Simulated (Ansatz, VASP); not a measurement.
# One calculation of Mo, two programs

Contents of INCAR:

```
PREC = Accurate ; ENCUT = 520
EDIFF = 1E-6 ; ISMEAR = -1
SIGMA = 0.08 ; LREAL = False
LASPH = True ; NELM = 150
ALGO = Normal ; ISIF = 2
LWAVE = False ; LCHARG = False
LNONCOLLINEAR = True ; MAGMOM = 0 0 0
LORBIT = 11 ; LSORBIT = True
GGA_COMPAT = False ; LORBMOM = True
LMAXMIX = 4 ; GGA = PS
NBANDS = 25
```

The input KPOINTS:

```
regular mesh
0
Gamma
  16 16 16
```

POSCAR

```
Mo
1.0
   -1.5645471441      1.5645471441      1.5645471441
    1.5645471441     -1.5645471441      1.5645471441
    1.5645471441      1.5645471441     -1.5645471441
Mo
1
Direct
    0.0000000000      0.0000000000      0.0000000000
```

Input for Ansatz:

```yaml
crystal:
  lattice:
    - [-1.56454714413, 1.56454714413, 1.56454714413]
    - [1.56454714413, -1.56454714413, 1.56454714413]
    - [1.56454714413, 1.56454714413, -1.56454714413]
  atoms:
    - { symbol: Mo, position: [0.0, 0.0, 0.0] }
kpoints:
  mp_grid: { grid: [16, 16, 16] }
scf:
  occupations: { method: fermi_dirac, width: 0.08 }
hamiltonian:
  xc: pbesol
  pseudopotentials: { kind: paw_fr }
magnetization:
  noncollinear: true
  spin_orbit: true
output:
  forces: true
  stress: true
  eigenvalues: true
  eigenstates:
    nscf_kmesh: { grid: [18, 18, 18] }
    de_dk: true
    e_range: [-14, 14]
checkpoint:
  write: ck
  write_wavefunctions: false
```

Alike in both runs: task single point; functional PBEsol; k mesh 16 × 16 × 16; occupations fermi-dirac, width 0.08 eV; non-collinear spin, spin-orbit coupling.

```csv
,VASP,Ansatz
version,VASP 6.6.1,Ansatz 0.2.0
potentials or method,"VASP PAW PBE potentials, release 64 (Mo_sv)","PAW with Ansatz's default frozen-core files, fully relativistic files with spin-orbit coupling"
plane-wave cutoff (eV),520,420
valence electrons in the cell,14,14
```

```tsv
	VASP	Ansatz	Ansatz less VASP
pressure (GPa)	0.7	0.1	-0.55
net moment per atom (μB)	0.00	0.00	0.000
```

VASP's potentials were made for PBE, not for PBEsol. With one functional, cell and mesh, what is left measures potentials, basis and numerics.
